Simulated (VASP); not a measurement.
Set up this calculation in VASP 6.6.1, as the native input.

```yaml
Task: single point
Functional: PBE
Potentials_or_basis: VASP PAW PBE potentials, release 64 (Ga_d, N)
Cutoff: 520 eV
k_mesh: 12 × 12 × 6
Occupations: gaussian, width 0.01 eV
Spin: no spin polarisation
Dipole_correction: no
Further_INCAR_settings: ALGO = Normal; EDIFF = 1e-06; NBANDS = 26
```

The structure of GaN lies in POSCAR:

```
GaN
1.0
    3.1831488267      0.0000000000      0.0000000000
   -1.5915744133      2.7566877479      0.0000000000
    0.0000000000      0.0000000000      5.1836275463
Ga N
2 2
Direct
    0.6666666667      0.3333333333      0.4991132225
    0.3333333333      0.6666666667      0.9991132225
    0.6666666667      0.3333333333      0.8758867775
    0.3333333333      0.6666666667      0.3758867775
```

One way to write it, as run:

INCAR

```
PREC     = Accurate       # precision mode
ENCUT    = 520            # plane-wave cutoff, eV
EDIFF    = 1E-6           # SCF threshold, eV
ISMEAR   = 0              # smearing method
SIGMA    = 0.01           # smearing width, eV
LREAL    = F              # projectors in reciprocal space
LASPH    = T              # aspherical terms in the spheres
NELM     = 100            # most SCF steps
ALGO     = Normal         # electronic algorithm
ISIF     = 2              # what is computed and relaxed
LWAVE    = F              # write WAVECAR
LCHARG   = F              # write CHGCAR
GGA      = PE             # functional
NBANDS   = 26             # bands
```

KPOINTS

```
Automatic mesh
0
Gamma
  12 12 6
```

Potentials or basis: VASP PAW PBE potentials, release 64 (Ga_d, N).

Run with:

```bash
$ cat potpaw_PBE.64/Ga_d/POTCAR potpaw_PBE.64/N/POTCAR > POTCAR
$ mpirun -np 1 vasp_std > vasp.out
```

Results of the run:

The pressure is 6.3 GPa and the largest force is 0.005 eV/Å. The band gap on the k mesh is 1.94 eV, direct.

Wall time 32 s on 1 thread of Intel(R) Xeon(R) 6975P-C (Granite Rapids), on a shared host, peak memory 0.21 GiB.
